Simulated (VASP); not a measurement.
# GaP (I-4m2) in VASP: further runs

GaP is run at these levels: PBEsol; tasks: single point.

Everything below comes from runs of VASP 6.6.1. Logs are shortened: lines on timing, memory, paths and dates and some standing lists are left out, and cuts for length are marked.

## 1. The cell of the first run

Symmetry: I-4m2, No. 119, tetragonal system. The conventional cell has a = 4.069 Å, b = 4.069 Å, c = 4.891 Å, α = 90.00°, β = 90.00°, γ = 90.00°. Within 3.1 Å of Ga (site symmetry -4m2) lie 4 P at 2.37 Å. Within 3.1 Å of P (site symmetry -4m2) lie 4 Ga at 2.37 Å.

## 2. Single point, PBEsol

INCAR reads:

```
SYSTEM = GaP
  ALGO = Normal
  EDIFF = 1E-6
  ENCUT = 520
  GGA = PS
  ISIF = 2
  ISMEAR = 0
  LASPH = .TRUE.
  LCHARG = .FALSE.
  LREAL = .FALSE.
  LWAVE = .FALSE.
  NBANDS = 16
  NELM = 60
  PREC = Accurate
  SIGMA = 0.05
```

KPOINTS reads:

```
k-points
0
G
  10 10 10
  0 0 0
```

POSCAR reads:

```
GaP
1.0
    0.0000000000      2.8769570149      2.4454134627
    2.8769570149      0.0000000000      2.4454134627
    2.8769570149      2.8769570149      0.0000000000
Ga P
1 1
Direct
    0.0000000000      0.0000000000      0.0000000000
    0.7500000000      0.7500000000      0.7500000000
```

Potentials or basis: VASP PAW PBE potentials, release 64 (Ga_d, P).

Started as:

```
$ cat potpaw_PBE.64/Ga_d/POTCAR potpaw_PBE.64/P/POTCAR > POTCAR
$ mpirun -np 1 vasp_std > vasp.out
```

OUTCAR:

```text
SYSTEM = GaP
   EDIFF = 1E-6
   ENCUT = 520
   GGA = PS
   ISIF = 2
   ISMEAR = 0
   LASPH = .TRUE.
   LREAL = .FALSE.
   NELM = 60
   PREC = Accurate

 ion  position               nearest neighbor table
   1  0.000  0.000  0.000-   2 2.37   2 2.37   2 2.37   2 2.37
   2  0.750  0.750  0.750-   1 2.37   1 2.37   1 2.37   1 2.37

  LATTYP: Found a body centered tetragonal cell.
 ALAT       =     4.0686316288
 C/A-ratio  =     1.2020815280

  Lattice vectors:

 A1 = (   0.0000000000,  -2.8769570149,  -2.4454134627)
 A2 = (   0.0000000000,   2.8769570149,  -2.4454134627)
 A3 = (   2.8769570149,   0.0000000000,   2.4454134627)

Analysis of symmetry for initial positions (statically):
=====================================================================
 Subroutine PRICEL returns:
 Original cell was already a primitive cell.

 Routine SETGRP: Setting up the symmetry group for a
 body centered tetragonal supercell.

 Subroutine GETGRP returns: Found  8 space group operations
 (whereof  8 operations were pure point group operations)
 out of a pool of 16 trial point group operations.

The static configuration has the point symmetry D_2d.

Analysis of symmetry for dynamics (positions and initial velocities):
=====================================================================
 Subroutine PRICEL returns:
 Original cell was already a primitive cell.

 Routine SETGRP: Setting up the symmetry group for a
 body centered tetragonal supercell.

 Subroutine GETGRP returns: Found  8 space group operations
 (whereof  8 operations were pure point group operations)
 out of a pool of 16 trial point group operations.

The dynamic configuration has the point symmetry D_2d.

 Subroutine INISYM returns: Found  8 space group operations
 (whereof  8 operations are pure point group operations),
 and found     1 'primitive' translations

----------------------------------------------------------------------------------------

                                     Primitive cell

  volume of cell :      40.4808

  direct lattice vectors                    reciprocal lattice vectors
     0.000000000  2.876957015  2.445413463    -0.173794741  0.173794741  0.204464401
     2.876957015  0.000000000  2.445413463     0.173794741 -0.173794741  0.204464401
     2.876957015  2.876957015  0.000000000     0.173794741  0.173794741 -0.204464401

  length of vectors
     3.775834831  3.775834831  4.068631629     0.319710675  0.319710675  0.319710675

  position of ions in fractional coordinates (direct lattice)
     0.000000000  0.000000000  0.000000000
     0.750000000  0.750000000  0.750000000

  ion indices of the primitive-cell ions
   primitive index   ion index
                 1           1
                 2           2

----------------------------------------------------------------------------------------

 KPOINTS: k-points

Automatic generation of k-mesh.
 Grid dimensions read from file:
 generate k-points for:   10   10   10

 Generating k-lattice:

  Cartesian coordinates                     Fractional coordinates (reciprocal lattice)
    -0.017379474  0.017379474  0.020446440     0.100000000  0.000000000  0.000000000
     0.017379474 -0.017379474  0.020446440     0.000000000  0.100000000  0.000000000
     0.017379474  0.017379474 -0.020446440    -0.000000000 -0.000000000  0.100000000

  Length of vectors
     0.031971067  0.031971067  0.031971067

  Shift w.r.t. Gamma in fractional coordinates (k-lattice)
     0.000000000  0.000000000  0.000000000

 Subroutine IBZKPT returns following result:
 ===========================================

 Found    102 irreducible k-points:

 Following reciprocal coordinates:
            Coordinates               Weight
  0.000000  0.000000  0.000000      1.000000
  0.100000 -0.000000  0.000000      8.000000
  0.200000 -0.000000  0.000000      8.000000
  0.300000 -0.000000  0.000000      8.000000
  0.400000  0.000000  0.000000      8.000000
  0.500000 -0.000000  0.000000      4.000000
[... 16 lines left out ...]
  0.300000  0.300000  0.000000      2.000000
  0.400000  0.300000  0.000000      8.000000
 [... further k-points ...]
   k-points           NKPTS =    102   k-points in BZ     NKDIM =    102   number of bands    NBANDS=     16
   number of dos      NEDOS =    301   number of ions     NIONS =      2
   total plane-waves  NPLWV =  23520
   dimension x,y,z NGX =    28 NGY =   28 NGZ =   30
   dimension x,y,z NGXF=    56 NGYF=   56 NGZF=   60
   ions per type =               1   1
   NGX,Y,Z   is equivalent  to a cutoff of  12.33, 12.33, 12.26 a.u.
   NGXF,Y,Z  is equivalent  to a cutoff of  24.66, 24.66, 24.52 a.u.
 SYSTEM =  GaP
   PREC   = accura    normal or accurate (medium, high low for compatibility)
   ISTART =      0    job   : 0-new  1-cont  2-samecut
   ICHARG =      2    charge: 1-file 2-atom 10-const
   ISPIN  =      1    spin polarized calculation?
   LNONCOLLINEAR =      F non collinear calculations
   LSORBIT =      F    spin-orbit coupling
   LASPH  =      T    aspherical Exc in radial PAW
   ENCUT  =  520.0 eV  38.22 Ry    6.18 a.u.   7.02  7.02  7.56*2*pi/ulx,y,z
   NELM   =     60;   NELMIN=  2; NELMDL= -5     # of ELM steps
   EDIFF  = 0.1E-05   stopping-criterion for ELM
   LREAL  =      F    real-space projection
   EDIFFG = 0.1E-04   stopping-criterion for IOM
   NSW    =      0    number of steps for IOM
   IBRION =     -1    ionic relax: 0-MD 1-quasi-New 2-CG
   NFREE  =      0    steps in history (QN), initial steepest desc. (CG)
   ISIF   =      2    stress and relaxation
   ISYM   =      2    0-nonsym 1-usesym 2-fastsym
   POTIM  = 0.5000    time-step for ionic-motion
   TEBEG  =    0.0;   TEEND  =   0.0 temperature during run
   PSTRESS=    0.0 pullay stress
   NELECT =      18.0000    total number of electrons
   NUPDOWN=      -1.0000    fix difference up-down
   EMIN   =  10.00;   EMAX   =-10.00  energy-range for DOS
   EFERMI =   0.00;   METHOD = LEGACY
   ISMEAR =     0;   SIGMA  =   0.05  broadening in eV -4-tet -1-fermi 0-gaus
   EFERMI_NEDOS =   21; number of points for ismear=-14 and -15
   IALGO  =     38    algorithm
   IMIX   =      4    mixing-type and parameters
     AMIX     =   0.40;   BMIX     =  1.00
     AMIX_MAG =   1.60;   BMIX_MAG =  1.00
  volume/ion in A,a.u.               =      20.24       136.59
  Fermi-wavevector in a.u.,A,eV,Ry     =   1.249538  2.361284 21.243377  1.561344
  Thomas-Fermi vector in A             =   2.383574
   LORBIT       =      0    0 simple, 1 ext, 2 COOP (PROOUT), +10 PAW based schemes
   GGA     = PS    functional components
   LHFCALC =     F    Hartree Fock is set to
   AEXX    =    0.0000 exact exchange contribution
   IVDW    =     0    specifies the selected vdW correction
   LEPSILON=     F    determine dielectric tensor
   LRPA    =     F    only Hartree local field effects (RPA)
 non-spin polarized calculation
 Gauss-broadening in eV      SIGMA  =   0.05
  energy-cutoff  :      520.00
  volume of cell :       40.48
 maximum number of plane-waves:      1111
   NGX = 15   NGY = 15   NGZ = 15

 number of electron      17.9999992 magnetization

 Free energy of the ion-electron system (eV)
  ---------------------------------------------------
  ext. energy  EPLUGINS =         0.00000000
  ---------------------------------------------------
  free energy    TOTEN  =        -9.78840177 eV

  energy without entropy =       -9.78835188  energy(sigma->0) =       -9.78837683

 E-fermi :   5.0613     XC(G=0): -10.0486

 val. band max:        5.0359612092   @ k =   0.0000   0.0000   0.0000
 cond. band min:       5.1030591985   @ k =   0.4000   0.4000   0.0000
 fundamental gap:      0.0670979893
 Fermi energy:         5.0612614822

 k-point     1 :       0.0000    0.0000    0.0000
  band No.  band energies     occupation
      1      -9.9971      2.00000
      2      -9.9971      2.00000
      3      -9.9553      2.00000
      4      -9.9104      2.00000
      5      -9.8795      2.00000
      6      -7.9009      2.00000
[... 8 lines left out ...]
     15      13.1199      0.00000
     16      14.9921      0.00000

 k-point     2 :       0.1000   -0.0000    0.0000
  band No.  band energies     occupation
      1     -10.0013      2.00000
      2      -9.9941      2.00000
      3      -9.9576      2.00000
      4      -9.9103      2.00000
      5      -9.8785      2.00000
      6      -7.7697      2.00000
[... 8 lines left out ...]
     15      13.5573      0.00000
     16      14.3981      0.00000

 k-point     3 :       0.2000   -0.0000    0.0000
  band No.  band energies     occupation
      1     -10.0169      2.00000
      2      -9.9868      2.00000
      3      -9.9576      2.00000
      4      -9.9104      2.00000
      5      -9.8749      2.00000
      6      -7.3889      2.00000
[... 8 lines left out ...]
     15      13.2761      0.00000
     16      15.3342      0.00000

 k-point     4 :       0.3000   -0.0000    0.0000
  band No.  band energies     occupation
      1     -10.0390      2.00000
      2      -9.9797      2.00000
      3      -9.9534      2.00000
      4      -9.9099      2.00000
      5      -9.8685      2.00000
      6      -6.8036      2.00000
[... 8 lines left out ...]
     15      13.9715      0.00000
     16      15.3801      0.00000

 k-point     5 :       0.4000    0.0000    0.0000
  band No.  band energies     occupation
      1     -10.0569      2.00000
      2      -9.9756      2.00000
      3      -9.9498      2.00000
      4      -9.9086      2.00000
      5      -9.8616      2.00000
      6      -6.1461      2.00000
[... 8 lines left out ...]
     15      15.5686      0.00000
     16      15.6787      0.00000

 k-point     6 :       0.5000   -0.0000    0.0000
  band No.  band energies     occupation
      1     -10.0637      2.00000
      2      -9.9743      2.00000
      3      -9.9487      2.00000
      4      -9.9078      2.00000
      5      -9.8586      2.00000
      6      -5.7988      2.00000
[... 8 lines left out ...]
     15      15.2273      0.00000
     16      17.1103      0.00000

 k-point     7 :       0.1000    0.1000    0.0000
  band No.  band energies     occupation
      1      -9.9912      2.00000
      2      -9.9912      2.00000
      3      -9.9739      2.00000
      4      -9.9135      2.00000
      5      -9.8760      2.00000
      6      -7.6911      2.00000
[... 8 lines left out ...]
     15      13.9849      0.00000
     16      15.1610      0.00000

 k-point     8 :       0.2000    0.1000    0.0000
  band No.  band energies     occupation
      1     -10.0054      2.00000
      2      -9.9836      2.00000
      3      -9.9737      2.00000
      4      -9.9165      2.00000
      5      -9.8716      2.00000
      6      -7.3617      2.00000
[... 8 lines left out ...]
     15      13.9285      0.00000
     16      15.4862      0.00000

 k-point     9 :       0.3000    0.1000    0.0000
  band No.  band energies     occupation
      1     -10.0324      2.00000
      2      -9.9758      2.00000
      3      -9.9624      2.00000
      4      -9.9182      2.00000
      5      -9.8653      2.00000
      6      -6.8184      2.00000
[... 8 lines left out ...]
     15      14.4643      0.00000
     16      15.2838      0.00000
[... 172 lines left out ...]
 k-point    19 :       0.5000    0.2000    0.0000
  band No.  band energies     occupation
      1     -10.0670      2.00000
      2      -9.9562      2.00000
      3      -9.9493      2.00000
      4      -9.9253      2.00000
      5      -9.8553      2.00000
      6      -5.4555      2.00000
[... 8 lines left out ...]
     15      16.7219      0.00000
     16      17.9625      0.00000

 k-point    20 :      -0.4000    0.2000    0.0000
  band No.  band energies     occupation
      1     -10.0649      2.00000
      2      -9.9576      2.00000
      3      -9.9486      2.00000
      4      -9.9181      2.00000
      5      -9.8607      2.00000
      6      -5.5149      2.00000
[... 8 lines left out ...]
     15      14.8223      0.00000
     16      17.8900      0.00000

 k-point    21 :      -0.3000    0.2000    0.0000
  band No.  band energies     occupation
      1     -10.0551      2.00000
      2      -9.9633      2.00000
      3      -9.9484      2.00000
      4      -9.9114      2.00000
      5      -9.8688      2.00000
      6      -6.0881      2.00000
[... 8 lines left out ...]
     15      14.0351      0.00000
     16      16.5432      0.00000

 k-point    22 :      -0.2000    0.2000    0.0000
  band No.  band energies     occupation
      1     -10.0424      2.00000
      2      -9.9728      2.00000
      3      -9.9480      2.00000
      4      -9.9070      2.00000
      5      -9.8748      2.00000
      6      -6.7082      2.00000
[... 8 lines left out ...]
     15      14.8264      0.00000
     16      15.7833      0.00000

 k-point    23 :       0.3000    0.3000    0.0000
  band No.  band energies     occupation
      1     -10.0579      2.00000
      2      -9.9532      2.00000
      3      -9.9532      2.00000
      4      -9.9371      2.00000
      5      -9.8555      2.00000
      6      -6.1633      2.00000
[... 8 lines left out ...]
     15      14.7736      0.00000
     16      18.7546      0.00000

 k-point    24 :       0.4000    0.3000    0.0000
  band No.  band energies     occupation
      1     -10.0735      2.00000
      2      -9.9456      2.00000
      3      -9.9446      2.00000
      4      -9.9405      2.00000
      5      -9.8510      2.00000
      6      -5.5887      2.00000
[... 8 lines left out ...]
     15      15.9199      0.00000
     16      18.7850      0.00000

 [... further k-points ...]

------------------------ aborting loop because EDIFF is reached ----------------------------------------

  FORCE on cell =-STRESS in cart. coord.  units (eV):
  Direction    XX          YY          ZZ          XY          YZ          ZX
  --------------------------------------------------------------------------------------
  -------------------------------------------------------------------------------------
  Total       -1.0551051     -1.0551051      1.1494770      0.0000000      0.0000000      0.0000000
  in kB      -41.7596887    -41.7596887     45.4948090      0.0000000      0.0000000      0.0000000
  external PRESSURE =     -12.6748561 kB  Pullay stress =       0.0000000 kB

 VOLUME and BASIS-vectors are now :
 -----------------------------------------------------------------------------
  energy-cutoff  :      520.00
  volume of cell :       40.48
      direct lattice vectors                 reciprocal lattice vectors
     0.000000000  2.876957015  2.445413463    -0.173794741  0.173794741  0.204464401
     2.876957015  0.000000000  2.445413463     0.173794741 -0.173794741  0.204464401
     2.876957015  2.876957015  0.000000000     0.173794741  0.173794741 -0.204464401

 POSITION                                       TOTAL-FORCE (eV/Angst)
 -----------------------------------------------------------------------------------
      0.00000      0.00000      0.00000         0.000000      0.000000     -0.000000
      4.31544      4.31544      3.66812        -0.000000     -0.000000      0.000000
 -----------------------------------------------------------------------------------
    total drift:                               -0.000002     -0.000002     -0.000008

  FREE ENERGIE OF THE ION-ELECTRON SYSTEM (eV)
  ---------------------------------------------------
  free  energy   TOTEN  =        -9.7884017689 eV

  energy  without entropy=       -9.7883518818  energy(sigma->0) =       -9.78837683
```

Run time: 63 s. Hardware: 1 thread of AMD EPYC 7R13, shared host; peak memory 0.18 GiB.

What came out:

* Free energy: -9.7884 eV
* Pressure: -1.3 GPa
* Band gap on the k mesh: 0.07 eV (least direct gap 1.13 eV)

Caveat: the PAW data sets were made with another functional, which shifts forces and pressure a little. A k mesh can miss the band edges.

## 3. Single point, PBEsol

This run uses another cell than the first one, of the same volume but with other edges.

INCAR reads:

```
PREC = Accurate
ENCUT = 520
EDIFF = 1E-6
ISMEAR = 0
SIGMA = 0.05
LREAL = False
LASPH = True
NELM = 100
ALGO = Normal
ISIF = 2
LWAVE = False
LCHARG = True
GGA = PS
LELF = True
LVHAR = True
NBANDS = 16
```

KPOINTS reads:

```
Automatic mesh
0
Gamma
  10 10 10
```

POSCAR reads:

```
GaP
1.0
    0.0000000000      2.5645584377      3.0774701252
    2.5645584377      0.0000000000      3.0774701252
    2.5645584377      2.5645584377      0.0000000000
Ga P
1 1
Direct
    0.0000000000      0.0000000000      0.0000000000
    0.7500000000      0.7500000000      0.7500000000
```

Potentials or basis: VASP PAW PBE potentials, release 64 (Ga_d, P).

Started as:

```
$ cat potpaw_PBE.64/Ga_d/POTCAR potpaw_PBE.64/P/POTCAR > POTCAR
$ mpirun -np 1 vasp_std > vasp.out
```

Wall time 76 s (1 thread of AMD EPYC 7R13, shared host); peak memory 0.18 GiB.

It converged, with:

* Free energy: -9.6683 eV
* Pressure: -1.1 GPa
* Band gap on the k mesh: 0.46 eV (least direct gap 0.93 eV)

Stress tensor (GPa, compression positive):
```
  4.89   0.00   0.00
  0.00   4.89   0.00
  0.00   0.00 -13.08
```

Levels at points of the mesh, in eV from the valence-band top:
```tsv
k point	band 6	band 7	band 8	band 9	band 10	band 11	band 12	band 13
(0.00, 0.00, 0.00)	-12.91	-1.34	0.00	0.00	0.93	3.47	3.47	3.85
(0.50, 0.00, 0.00)	-10.80	-7.08	-2.35	-0.67	0.46	4.38	5.00	7.88
(0.50, 0.50, 0.00)	-10.48	-7.99	-2.19	-2.19	2.06	2.47	9.31	10.01
(0.50, 0.00, 0.50)	-9.63	-6.76	-3.49	-3.39	0.73	0.77	8.56	8.62
```

Caveat: the PAW data sets were made with another functional, which shifts forces and pressure a little. A k mesh can miss the band edges.

[end of part 1 of 3]
